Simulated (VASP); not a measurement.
## CrO2: relaxation of cell and atoms with PBEsol

The system is CrO2.

```
Cr O
1.0
     1.28209    0.74022    5.20205
    -1.28209    0.74022    5.20205
     0.00000   -1.48044    5.20205
Cr O
1 2
Direct
  0.00067 0.00067 0.00067
  0.41581 0.41581 0.41581
  0.25222 0.25222 0.25222
```

```
Program                : VASP 6.6.1
Task                   : relaxation of cell and atoms
Functional             : PBEsol
Potentials or basis    : VASP PAW PBE potentials, release 64 (Cr_pv, O)
Cutoff                 : 600 eV
k mesh                 : 12 × 12 × 12
Occupations            : gaussian, width 0.1 eV
Spin                   : no spin polarisation
Dipole correction      : no
Further INCAR settings : ALGO = Normal; EDIFF = 1e-06; IBRION = 2; EDIFFG = -0.05; NSW = 80; ISIF = 3
```

- Relaxed volume: 10.01 Å³/atom
- Relaxed cell: a = 5.374 Å, b = 5.374 Å, c = 5.374 Å, α = 27.91°, β = 27.91°, γ = 27.91°
- Space group after relaxing (to 0.1 Å): R3m (No. 160)
- Energy gained by relaxing: 145.2 meV/atom
- Ionic steps: 17
- Pressure after relaxing: -0.2 GPa
- Largest force after relaxing: 0.012 eV/Å
- Band gap on the k mesh: 0.22 eV (least direct gap 1.47 eV)

Forces on the atoms (eV/Å):
```
Cr   0.000  0.000  0.003
O    0.000  0.000  0.009
O    0.000  0.000 -0.012
```

Stress tensor (GPa, compression positive):
```
-0.39  0.00  0.00
 0.00 -0.39  0.00
 0.00  0.00  0.21
```

The path:
```tsv
step	energy change (eV)	largest force (eV/Å)	pressure (GPa)	volume (Å³)
1	0.0000	3.2919	-16.54	29.62
2	1.1536	8.7630	74.07	25.31
3	-0.3998	0.5789	2.78	28.04
4	-0.4066	0.2066	5.41	27.89
5	-0.4069	0.1013	6.17	27.84
6	-0.4218	0.0496	-3.09	28.99
7	-0.4290	0.0706	0.10	28.56
8	-0.4295	0.0225	0.39	28.60
9	-0.4299	0.0636	0.86	28.66
10	-0.4300	0.1053	1.13	28.69
11	-0.4301	0.1023	1.11	28.70
12	-0.4304	0.0987	1.01	28.74
13	-0.4310	0.0894	0.82	28.82
14	-0.4320	0.0722	0.51	28.99
15	-0.4335	0.0386	0.01	29.31
16	-0.4347	0.0190	-0.94	29.97
17	-0.4355	0.0118	-0.19	30.04
```

Final structure:
```xyz
3
Lattice="1.2962 0.7484 5.1614 -1.2962 0.7484 5.1614 0.0000 -1.4967 5.1614" Properties=species:S:1:pos:R:3 pbc="T T T"
Cr    0.0000    0.0000    0.0104
O     0.0000    0.0000    6.3224
O     0.0000    0.0000    4.0215
```

Levels at points of the mesh, in eV from the valence-band top:
```tsv
k point	band 8	band 9	band 10	band 11	band 12	band 13	band 14	band 15	band 16
(0.00, 0.00, 0.00)	-4.95	-3.57	-3.57	-2.30	-0.45	1.49	1.49	1.50	1.50
(0.50, 0.00, 0.00)	-5.82	-5.27	-3.28	-2.81	-1.42	0.87	1.16	2.58	3.00
(0.50, 0.50, 0.00)	-5.66	-5.24	-3.33	-3.05	-1.36	0.86	1.18	2.47	3.04
(0.50, 0.50, 0.50)	-4.96	-3.56	-3.56	-3.50	0.00	1.47	1.47	1.51	1.51
```

It took 77 min on 1 thread of AMD EPYC 7R43 64-Core Processor (Zen 3), on a shared host, peak memory 0.47 GiB.

Caveat: the PAW data sets were made with another functional, which shifts forces and pressure a little. A k mesh can miss the band edges.
